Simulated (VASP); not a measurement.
Input of a VASP 6.6.1 run:

INCAR

```
SYSTEM = LiSe6
ALGO = Normal
EDIFF = 1E-6
EDIFFG = -0.04
ENCUT = 600
GGA = PE
IBRION = 2
ISIF = 3
ISMEAR = 0
LASPH = .TRUE.
LCHARG = .FALSE.
LREAL = .FALSE.
LWAVE = .FALSE.
NELM = 80
NSW = 90
PREC = Accurate
SIGMA = 0.1
```

Contents of KPOINTS:

```
k-points
0
G
  3 3 4
  0 0 0
```

POSCAR

```
LiSe6
1.0
    5.8424961400      0.0000000000      0.0000000000
   -2.9212480700      5.0597500800      0.0000000000
    0.0000000000      0.0000000000      4.9506730800
Li Se
1 6
Direct
    0.0000000000      0.0000000000      0.0000000000
    0.0000000000      0.3336124100      0.5000000000
    0.6663875900      0.6663875900      0.5000000000
    0.3336124100      0.0000000000      0.5000000000
    0.0000000000      0.6663875900      0.5000000000
    0.3336124100      0.3336124100      0.5000000000
    0.6663875900      0.0000000000      0.5000000000
```

Potentials or basis: VASP PAW PBE potentials, release 64 (Li_sv, Se).

Launch:

```sh
$ cat potpaw_PBE.64/Li_sv/POTCAR potpaw_PBE.64/Se/POTCAR > POTCAR
$ mpirun -np 1 vasp_std > vasp.out
```

**Question.** Predict the space group after relaxing (to 0.1 Å).

**Answer.** P6/mmm (No. 191).

**Question.** Estimate the relaxed volume.

**Answer.** 32.67 Å³/atom.

**Question.** Estimate the relaxed cell.

**Answer.** a = 8.025 Å, b = 8.025 Å, c = 4.101 Å, α = 90.00°, β = 90.00°, γ = 120.00°.

**Question.** Estimate the band gap on the k mesh.

**Answer.** Zero (an odd number of electrons rules out a gap without spin polarisation).

Stress tensor (GPa, compression positive):
```
 0.06  0.00  0.00
 0.00  0.06  0.00
 0.00  0.00 -0.16
```

Caveat: the k points lie up to 0.38 Å⁻¹ apart in the final cell, too coarse for converged energies and pressures of a metal; the cutoff is under 1.25 times the usual one of these potentials, so pressure, stress and relaxed cells hold a basis-set (Pulay) error; the volume moved by over 15 % at a fixed basis, so the end points are rough.
